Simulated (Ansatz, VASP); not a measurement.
**SrTiO3 in VASP and in Ansatz**

```xyz
5
Lattice="3.9364 0.0000 0.0000 0.0000 3.9364 0.0295 0.0000 0.0295 3.9364" Properties=species:S:1:pos:R:3 pbc="T T T"
Sr    0.0000    0.0000    0.0000
Ti    1.9682    1.9830    1.9830
O     0.0000    1.9830    1.9830
O     1.9682    0.0148    1.9682
O     1.9682    1.9682    0.0148
```

Change from the starting cell: strain +0.0150 x Voigt [0, 0, 0, 1, 0, 0], atoms carried along.

Alike in both runs: task single point; functional PBE; k mesh 8 × 8 × 8; occupations gaussian, width 0.05 eV; no spin polarisation.

```csv
,VASP,Ansatz
version,VASP 6.6.1,Ansatz 0.2.0
potentials or method,"VASP PAW PBE potentials, release 64 (Sr_sv, Ti_sv, O), cutoff 520 eV","scalar-relativistic, plane waves, PAW"
valence electrons in the cell,40,40
```

|  | VASP | Ansatz | Ansatz less VASP |
| --- | --- | --- | --- |
| gap on the k mesh at the Fermi level (eV) | 1.78 | 1.81 | +0.030 |
| least direct gap on the mesh (eV) | 2.12 | 2.14 | +0.020 |
| pressure (GPa) | 0.6 | 0.0 | -0.62 |
| traceless stress, the component that is largest in VASP (GPa) | -1.65 | -1.65 | +0.003 |

With one functional, cell and mesh, what is left measures potentials, basis and numerics.
